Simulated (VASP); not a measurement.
**Ti: single point with LDA**

The system is Ti.

```
Ti
1.0
     0.00000    2.01664    2.01664
     2.01664    0.00000    2.01664
     2.01664    2.01664    0.00000
Ti
1
Direct
  0.00000 0.00000 0.00000
```

- Program: VASP 6.6.1
- Task: single point
- Functional: LDA
- Potentials or basis: VASP PAW LDA potentials, release 64 (Ti_sv)
- Cutoff: 500 eV
- k mesh: 9 × 9 × 9
- Occupations: fermi-dirac, width 0.1 eV
- Spin: no spin polarisation
- Dipole correction: no
- Further INCAR settings: ALGO = Normal; EDIFF = 1e-06; NBANDS = 12

* Pressure: -2.5 GPa
* Band gap on the k mesh: zero (band 6 reaches 9.48 eV, above the bottom of band 7 at 8.13 eV)

Levels at points of the mesh, in eV from the Fermi level:
| k point | band 2 | band 3 | band 4 | band 5 | band 6 | band 7 | band 8 | band 9 | band 10 | band 11 |
| --- | --- | --- | --- | --- | --- | --- | --- | --- | --- | --- |
| (0.00, 0.00, 0.00) | -32.10 | -32.10 | -32.10 | -6.16 | 0.86 | 0.86 | 0.86 | 2.60 | 2.60 | 15.65 |

Run time: 5.5 s on 1 thread of Intel(R) Xeon(R) Platinum 8488C (Sapphire Rapids), with other jobs on the host, peak memory 0.13 GiB.
